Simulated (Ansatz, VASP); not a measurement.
**Mo: VASP beside Ansatz**

The input INCAR:

```
PREC = Accurate
ENCUT = 520
EDIFF = 1E-6
ISMEAR = 0
SIGMA = 0.15
LREAL = F
LASPH = T
NELM = 60
ALGO = Normal
ISIF = 2
LWAVE = F
LCHARG = F
GGA = PE
NBANDS = 13
```

The input KPOINTS:

```
Automatic mesh
0
Gamma
  21 21 18
```

The input POSCAR:

```
Mo
1.0
    2.7355103972      0.0000000000      0.0000000000
   -1.3677551986      2.3690214963      0.0000000000
    0.0000000000      0.0000000000      2.5935084105
Mo
1
Direct
    0.0000000000      0.0000000000      0.5000000000
```

Input for Ansatz:

```yaml
crystal:
  lattice:
    - [2.7355103972, 0.0, 0.0]
    - [-1.3677551986, 2.3690214963, 0.0]
    - [0.0, 0.0, 2.5935084105]
  atoms:
    - { symbol: Mo, position: [0.0, 0.0, 0.5] }
basis:
  ecutwfc: 420
kpoints:
  mp_grid: { grid: [21, 21, 18] }
hamiltonian:
  xc: pbe
scf:
  occupations: { method: gaussian, width: 0.15 }
output:
  forces: true
  stress: true
  eigenvalues: true
```

Change from the starting cell: strain +0.000 along x and y, +0.015 along z, atoms carried along.

Alike in both runs: task single point; functional PBE; k mesh 21 × 21 × 18; occupations gaussian, width 0.15 eV; no spin polarisation.

|  | VASP | Ansatz |
| --- | --- | --- |
| version | VASP 6.6.1 | Ansatz 0.2.0 |
| potentials or method | VASP PAW PBE potentials, release 64 (Mo_sv), cutoff 520 eV | scalar-relativistic, plane waves, PAW |
| valence electrons in the cell | 14 | 14 |

Ansatz gave:

```
gap on the k mesh at the Fermi level (eV)                     : none
pressure (GPa)                                                : 0.5
traceless stress, the component that is largest in VASP (GPa) : -7.62
```

**Question.** What did VASP give for the same quantities?

**Answer.** gap on the k mesh at the Fermi level (eV): none; pressure (GPa): 0.9; traceless stress, the component that is largest in VASP (GPa): -7.56.

A gap of «none» marks a metal or a gap that the smearing closes.
